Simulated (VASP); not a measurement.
# Os (P6_3/mmc) in VASP: a series of runs, part 2 of 2

VASP 6.6.1. The steps go on from the part before.

### 3 Single point, LDA

Input file INCAR:

```
PREC = Accurate ; ENCUT = 520
EDIFF = 1E-7 ; ISMEAR = -1
SIGMA = 0.1 ; LREAL = False
LASPH = True ; NELM = 100
ALGO = Normal ; ISIF = 2
LWAVE = False ; LCHARG = False
GGA = CA ; NBANDS = 15
```

Input file KPOINTS:

```
Automatic mesh
0
Gamma
  13 13 8
```

Input file POSCAR:

```
Os
1.0
    2.7175247593      0.0000000000      0.0000000000
   -1.3587623796      2.3534454770      0.0000000000
    0.0000000000      0.0000000000      4.2844606214
Os
2
Direct
    0.3333333333      0.6666666667      0.2500000000
    0.6666666667      0.3333333333      0.7500000000
```

Potentials or basis: VASP PAW LDA potentials, release 64 (Os).

Started as:

```
> cat potpaw_LDA.64/Os/POTCAR > POTCAR
> mpirun -np 1 vasp_std > vasp.out
```

Run time: 23 s. Hardware: 1 thread of Intel Xeon 6975P-C, shared host; peak memory 0.15 GiB.

It converged, with:

| Item | Value |
| --- | --- |
| Free energy | -25.3273 eV |
| Pressure | 1.1 GPa |
| Band gap on the k mesh | zero (band 8 reaches 11.84 eV, above the bottom of band 9 at 7.90 eV) |

Stress tensor (GPa, compression positive):
```
1.36 0.00 0.00
0.00 1.36 0.00
0.00 0.00 0.48
```

Levels at points of the mesh, in eV from the Fermi level:
```tsv
k point	band 5	band 6	band 7	band 8	band 9	band 10	band 11	band 12
(0.00, 0.00, 0.00)	-2.93	-2.34	-2.34	-1.69	-1.69	0.12	1.68	1.68
(0.00, 0.00, 0.50)	-3.42	-3.42	-3.42	-3.42	0.87	0.87	0.87	0.87
```

Caveat: spin-orbit coupling is left out, which moves the levels of the heavy elements.

### 4 Single point, LDA

Input file INCAR:

```
ALGO = Normal ; EDIFF = 1E-6
ENCUT = 520 ; ISIF = 2
ISMEAR = -1 ; LASPH = T
LCHARG = F ; LREAL = F
LWAVE = F ; NBANDS = 15
NELM = 100 ; PREC = Accurate
SIGMA = 0.1
```

Input file KPOINTS:

```
k-points
0
Gamma
  13 13 8
```

POSCAR is that of step 3.

Potentials or basis: VASP PAW LDA potentials, release 64 (Os).

Started as:

```
> cat potpaw_LDA.64/Os/POTCAR > POTCAR
> mpirun -np 1 vasp_std > vasp.out
```

OUTCAR:

```text
EDIFF = 1E-6
   ENCUT = 520
   ISIF = 2
   ISMEAR = -1
   LASPH = T
   LREAL = F
   NELM = 100
   PREC = Accurate

 ion  position               nearest neighbor table
   1  0.333  0.667  0.250-   2 2.66   2 2.66   2 2.66   2 2.66   2 2.66   2 2.66
   2  0.667  0.333  0.750-   1 2.66   1 2.66   1 2.66   1 2.66   1 2.66   1 2.66

  LATTYP: Found a hexagonal cell.
 ALAT       =     2.7175247593
 C/A-ratio  =     1.5766040794

  Lattice vectors:

 A1 = (   2.7175247593,   0.0000000000,   0.0000000000)
[... 610 lines left out ...]
     10       8.5468      1.99999
     11      11.8028      0.00000
     12      14.1590      0.00000
     13      19.9532      0.00000
     14      25.1838      0.00000
     15      27.2921      0.00000

 [... further k-points ...]
[... 5 lines left out ...]
  --------------------------------------------------------------------------------------
  -------------------------------------------------------------------------------------
  Total        0.2327458      0.2327458      0.0814807      0.0000000      0.0000000     -0.0000000
  in kB       13.6087640     13.6087640      4.7642169      0.0000000      0.0000000     -0.0000000
  external PRESSURE =      10.6605816 kB  Pullay stress =       0.0000000 kB

 VOLUME and BASIS-vectors are now :
 -----------------------------------------------------------------------------
  energy-cutoff  :      520.00
  volume of cell :       27.40
      direct lattice vectors                 reciprocal lattice vectors
     2.717524759  0.000000000  0.000000000     0.367981928  0.212454465  0.000000000
    -1.358762380  2.353445477  0.000000000     0.000000000  0.424908930  0.000000000
     0.000000000  0.000000000  4.284460621     0.000000000  0.000000000  0.233401608

 POSITION                                       TOTAL-FORCE (eV/Angst)
 -----------------------------------------------------------------------------------
     -0.00000      1.56896      1.07112        -0.000000      0.000000      0.000000
      1.35876      0.78448      3.21335         0.000000     -0.000000      0.000000
 -----------------------------------------------------------------------------------
    total drift:                               -0.000000      0.000000     -0.000000

  FREE ENERGIE OF THE ION-ELECTRON SYSTEM (eV)
  ---------------------------------------------------
  free  energy   TOTEN  =       -25.3273451919 eV

  energy  without entropy=      -25.2887555078  energy(sigma->0) =      -25.30805035
```

stdout:

```text
POSCAR found type information on POSCAR Os
 POSCAR found :  1 types and       2 ions
 scaLAPACK will be used
 LDA part: xc-table for (Slater(with rela. corr.)+CA(PZ))
 , standard interpolation
 POSCAR, INCAR and KPOINTS ok, starting setup
 FFT: planning ... GRIDC
 FFT: planning ... GRID_SOFT
 FFT: planning ... GRID
 WAVECAR not read
 entering main loop
```

Run time: 22 s. Hardware: 1 thread of Intel Xeon 6975P-C, shared host; peak memory 0.15 GiB.

What came out:

```yaml
Free_energy: -25.3273 eV
Pressure: 1.1 GPa
Band_gap_on_the_k_mesh: zero (band 8 reaches 11.84 eV, above the bottom of band 9 at 7.90 eV)
```

Stress tensor (GPa, compression positive):
```
1.36 0.00 0.00
0.00 1.36 0.00
0.00 0.00 0.48
```

Caveat: spin-orbit coupling is left out, which moves the levels of the heavy elements.

### 5 Single point, LDA

Input file INCAR:

```
  ALGO = Normal
  EDIFF = 1E-6
  ENCUT = 520
  GGA = CA
  ISIF = 2
  ISMEAR = -1
  LASPH = T
  LCHARG = F
  LREAL = F
  LWAVE = F
  NBANDS = 15
  NELM = 60
  PREC = Accurate
  SIGMA = 0.01
```

KPOINTS is that of step 4.

POSCAR is that of step 4.

Started as:

```
> cat potpaw_LDA.64/Os/POTCAR > POTCAR
> mpirun -np 1 vasp_std > vasp.out
```

Run time: 23 s. Hardware: 1 thread of Intel Xeon 6975P-C, shared host; peak memory 0.15 GiB.

The run converged. Its results:

| Quantity | Value |
| --- | --- |
| Free energy | -25.3081 eV |
| Pressure | 0.9 GPa |
| Band gap on the k mesh | zero (band 8 reaches 11.83 eV, above the bottom of band 9 at 7.90 eV) |

Stress tensor (GPa, compression positive):
```
1.31 0.00 0.00
0.00 1.31 0.00
0.00 0.00 0.10
```

Levels at points of the mesh, in eV from the Fermi level:
```
           k point  band 5  band 6  band 7  band 8  band 9  band 10  band 11  band 12
(0.00, 0.00, 0.00)   -2.93   -2.35   -2.35   -1.69   -1.69     0.13     1.68     1.68
(0.00, 0.00, 0.50)   -3.43   -3.43   -3.43   -3.43    0.86     0.86     0.86     0.86
```

Caveat: spin-orbit coupling is left out, which moves the levels of the heavy elements.

### 6 Single point, LDA

Input file INCAR:

```
PREC     = Accurate       # precision mode
ENCUT    = 520            # plane-wave cutoff, eV
EDIFF    = 1E-6           # SCF threshold, eV
ISMEAR   = -1             # smearing method
SIGMA    = 0.03           # smearing width, eV
LREAL    = False          # projectors in reciprocal space
LASPH    = True           # aspherical terms in the spheres
NELM     = 80             # most SCF steps
ALGO     = Normal         # electronic algorithm
ISIF     = 2              # what is computed and relaxed
LWAVE    = False          # write WAVECAR
LCHARG   = True           # write CHGCAR
GGA      = CA             # functional
LELF     = True           # ELF
LVHAR    = True         
NBANDS   = 15             # bands
```

Input file KPOINTS:

```
Automatic mesh
0
Gamma
  13 13 8
```

POSCAR is that of step 5.

Potentials or basis: VASP PAW LDA potentials, release 64 (Os).

Started as:

```
> cat potpaw_LDA.64/Os/POTCAR > POTCAR
> mpirun -np 1 vasp_std > vasp.out
```

Run time: 20 s. Hardware: 1 thread of Intel Xeon 6975P-C, shared host; peak memory 0.16 GiB.

Results (log left out):

```
Free energy            : -25.3098 eV
Pressure               : 0.9 GPa
Band gap on the k mesh : zero (band 8 reaches 11.84 eV, above the bottom of band 9 at 7.90 eV)
```

Stress tensor (GPa, compression positive):
```
1.34 0.00 0.00
0.00 1.34 0.00
0.00 0.00 0.06
```

Levels at points of the mesh, in eV from the Fermi level:
| k point | band 6 | band 7 | band 8 | band 9 | band 10 | band 11 |
| --- | --- | --- | --- | --- | --- | --- |
| (0.00, 0.00, 0.00) | -2.35 | -2.35 | -1.70 | -1.70 | 0.12 | 1.67 |
| (0.00, 0.00, 0.50) | -3.43 | -3.43 | -3.43 | 0.86 | 0.86 | 0.86 |

Caveat: spin-orbit coupling is left out, which moves the levels of the heavy elements.

### 7 Summary

| smearing | gap on the mesh (eV) | pressure (GPa) |
| --- | --- | --- |
| fermi-dirac 0.1 eV | none | 1.1 |
| fermi-dirac 0.01 eV | none | 0.9 |
| fermi-dirac 0.03 eV | none | 0.9 |

Alike in all rows: task single point; level LDA; potentials or basis VASP PAW LDA potentials, release 64 (Os); no spin polarisation; cell as given; k mesh 13 × 13 × 8; cutoff (eV) 520.

Every run on the cell as given and a fine mesh finds a metal.

Caveats: spin-orbit coupling is left out, which moves the levels of the heavy elements.

Absolute energies hang on the potentials; compare differences alone.
